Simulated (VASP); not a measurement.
Runs of VASP 6.6.1 on SnO2. The structure is that of space group R-3m (No. 166), or close to it. The cells are those of the table. 

| cell | gap on the mesh (eV) | pressure (GPa) | largest force (eV/Å) |
| --- | --- | --- | --- |
| a = 5.108 Å, angles 36.6°, 3 atoms | 2.01 | -1.0 | 0.08 |
| a = 5.019 Å, angles 36.6°, 3 atoms | 2.37 | 8.0 | 0.56 |
| a = 4.973 Å, angles 36.6°, 3 atoms | (b) | 13.6 | 0.94 |
| a = 5.277 Å, angles 36.6°, 3 atoms | (a) | -12.7 | 0.99 |
| a = 5.317 Å, angles 36.6°, 3 atoms | 1.31 | -14.6 | 1.16 |

Alike in all rows: task single point; level PBEsol; potentials or basis VASP PAW PBE potentials, release 64 (Sn_d, O); no spin polarisation; k mesh 8 × 8 × 8; cutoff (eV) 520; smearing methfessel-paxton 0.02 eV.

Task: Estimate the missing entries.

Result: (a) 1.43; (b) 2.57.

Caveats: the PAW data sets were made with another functional, which shifts forces and pressure a little; spin-orbit coupling is left out, which moves the levels of the heavy elements.

A k mesh can miss the band edges, and the runs leave out spin-orbit coupling on Sn.
